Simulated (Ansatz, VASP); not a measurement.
One calculation of In, two programs

The input INCAR:

```
PREC = Accurate
ENCUT = 520
EDIFF = 1E-8
ISMEAR = -1
SIGMA = 0.05
LREAL = F
LASPH = T
NELM = 100
ALGO = Normal
ISIF = 2
LWAVE = F
LCHARG = F
GGA = CA
LEFG = T
NBANDS = 12
```

KPOINTS

```
Automatic mesh
0
Gamma
  14 14 14
```

File POSCAR:

```
In
1.0
   -1.6152359128      1.6152359128      2.4573458084
    1.6152359128     -1.6152359128      2.4573458084
    1.6152359128      1.6152359128     -2.4573458084
In
1
Direct
    0.0000000000      0.0000000000      0.0000000000
```

Input for Ansatz:

```yaml
crystal:
  lattice:
    - [-1.6152359128, 1.6152359128, 2.4573458084]
    - [1.6152359128, -1.6152359128, 2.4573458084]
    - [1.6152359128, 1.6152359128, -2.4573458084]
  atoms:
    - { symbol: In, position: [0.0, 0.0, 0.0] }
kpoints:
  mp_grid: { grid: [14, 14, 14] }
scf:
  occupations: { method: fermi_dirac, width: 0.05 }
hamiltonian:
  xc: lda
  pseudopotentials: { kind: paw }
output:
  forces: true
  stress: true
  eigenvalues: true
  efg: { contact_densities: true }
  write_density: true
  write_potential: true
  elf: true
  volumetric_format: npy
```

Change from the starting cell: volume scaled by 0.98, PAW files.

Alike in both runs: task electric field gradients; functional LDA; k mesh 14 × 14 × 14; occupations fermi-dirac, width 0.05 eV; no spin polarisation.

|  | VASP | Ansatz |
| --- | --- | --- |
| version | VASP 6.6.1 | Ansatz 0.2.0 |
| potentials or method | VASP PAW LDA potentials, release 64 (In_d) | PAW with Ansatz's default frozen-core files, scalar-relativistic |
| plane-wave cutoff (eV) | 520 | 420 |
| valence electrons in the cell | 13 | 13 |

Ansatz gave:

```
pressure (GPa)                                                : -1.9
traceless stress, the component that is largest in VASP (GPa) : 0.31
size of Vzz on the site where it differs most (V/Å²)          : 22.5
```

Task: Which values does VASP return?

Result: Pressure (GPa): -1.9; traceless stress, the component that is largest in VASP (GPa): 0.32; size of Vzz on the site where it differs most (V/Å²): 22.6.

LDA's correlation is that of Perdew and Zunger in VASP and of Perdew and Wang (1992) in Ansatz.
